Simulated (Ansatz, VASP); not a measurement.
One calculation of LiCl, two programs

POSCAR

```
LiCl
1.0
    0.0000000000      2.5040205004      2.5040205004
    2.5040205004      0.0000000000      2.5040205004
    2.5040205004      2.5040205004      0.0000000000
Li Cl
1 1
Direct
    0.0000000000      0.0000000000      0.0000000000
    0.5000000000      0.5000000000      0.5000000000
```

INCAR.step1

```
ALGO     = Normal         # electronic algorithm
EDIFF    = 1E-4           # SCF threshold, eV
ENCUT    = 520            # plane-wave cutoff, eV
GGA      = PE             # functional
ISMEAR   = 0              # smearing method
LASPH    = True           # aspherical terms in the spheres
LCHARG   = False          # write CHGCAR
LREAL    = False          # projectors in reciprocal space
LWAVE    = True           # write WAVECAR
NBANDS   = 12             # bands
NELM     = 60             # most SCF steps
PREC     = Accurate       # precision mode
SIGMA    = 0.02           # smearing width, eV
```

The input INCAR.step2:

```
ALGO     = Normal         # electronic algorithm
EDIFF    = 1E-6           # SCF threshold, eV
ENCUT    = 520            # plane-wave cutoff, eV
ISIF     = 2              # what is computed and relaxed
ISMEAR   = 0              # smearing method
ISTART   = 1            
LASPH    = True           # aspherical terms in the spheres
LCHARG   = False          # write CHGCAR
LMIXTAU  = True         
LREAL    = False          # projectors in reciprocal space
LWAVE    = False          # write WAVECAR
METAGGA  = R2SCAN         # meta-GGA
NBANDS   = 12             # bands
NELM     = 60             # most SCF steps
PREC     = Accurate       # precision mode
SIGMA    = 0.02           # smearing width, eV
```

The input KPOINTS:

```
k-points
0
Gamma
  8 8 8
```

Input for Ansatz:

```yaml
crystal:
  lattice:
    - [0.0, 2.5040205004, 2.5040205004]
    - [2.5040205004, 0.0, 2.5040205004]
    - [2.5040205004, 2.5040205004, 0.0]
  atoms:
    - { symbol: Li, position: [0.0, 0.0, 0.0] }
    - { symbol: Cl, position: [0.5, 0.5, 0.5] }
basis:
  ecutwfc: 500
kpoints:
  mp_grid: { grid: [8, 8, 8] }
hamiltonian:
  xc: r2scan
scf:
  occupations: { method: gaussian, width: 0.02 }
output:
  forces: true
  stress: true
  eigenvalues: true
```

Alike in both runs: task single point; functional r2SCAN; k mesh 8 × 8 × 8; occupations gaussian, width 0.02 eV; no spin polarisation.

```csv
,VASP,Ansatz
version,VASP 6.6.1,Ansatz 0.2.0
potentials or method,"VASP PAW PBE potentials, release 64 (Li_sv, Cl), cutoff 520 eV","scalar-relativistic, plane waves, PAW"
valence electrons in the cell,10,10
```

|  | VASP | Ansatz | Ansatz less VASP |
| --- | --- | --- | --- |
| gap on the k mesh at the Fermi level (eV) | 7.62 | 7.60 | -0.015 |
| least direct gap on the mesh (eV) | 7.79 | 7.70 | -0.094 |

VASP's potentials were made for PBE, not for r2SCAN.

Noted on VASP's run: the cutoff is short for stress, so the pressure is rough.
